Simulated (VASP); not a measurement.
Runs of VASP 6.6.1 on Sb. The structure is that of space group Fd-3m (No. 227), or close to it. The cells are those of the table. This isn't the form of Sb at room conditions, which is rhombohedral.

```csv
task,cell,gap on the mesh (eV),pressure (GPa)
relaxation of cell and atoms,"relaxed from a = 4.808 Å, angles 60.0°, 2 atoms",none,0.0
single point,"a = 4.916 Å, angles 60.0°, 2 atoms",none,(a)
relaxation of cell and atoms,"relaxed to 5 GPa from a = 4.808 Å, angles 60.0°, 2 atoms",none,5.0
relaxation of cell and atoms,"relaxed to 10 GPa from a = 4.808 Å, angles 60.0°, 2 atoms",none,10.0
relaxation of cell and atoms,"relaxed to 20 GPa from a = 4.808 Å, angles 60.0°, 2 atoms",none,20.0
single point,"a = 4.603 Å, angles 60.0°, 2 atoms",none,10.2
single point,"a = 4.731 Å, angles 60.0°, 2 atoms",none,5.1
single point,"a = 4.423 Å, angles 60.0°, 2 atoms",none,20.4
```

Alike in all rows: level r2SCAN; potentials or basis VASP PAW PBE potentials, release 64 (Sb); no spin polarisation; k mesh 6 × 6 × 6; cutoff (eV) 550; smearing fermi-dirac 0.1 eV.

Question: Estimate the missing entries.

Answer: (a) 0.1.

Caveats: the PAW data sets were made with another functional, which shifts forces and pressure a little; spin-orbit coupling is left out, which moves the levels of the heavy elements; the cell is relaxed towards a set pressure, so the run minimises the enthalpy, not the energy (at least some runs); the cell stands under pressure (at least some runs).

A k mesh can miss the band edges, and the runs leave out spin-orbit coupling on Sb.

A gap of «none» marks levels without a gap at the run's occupations.
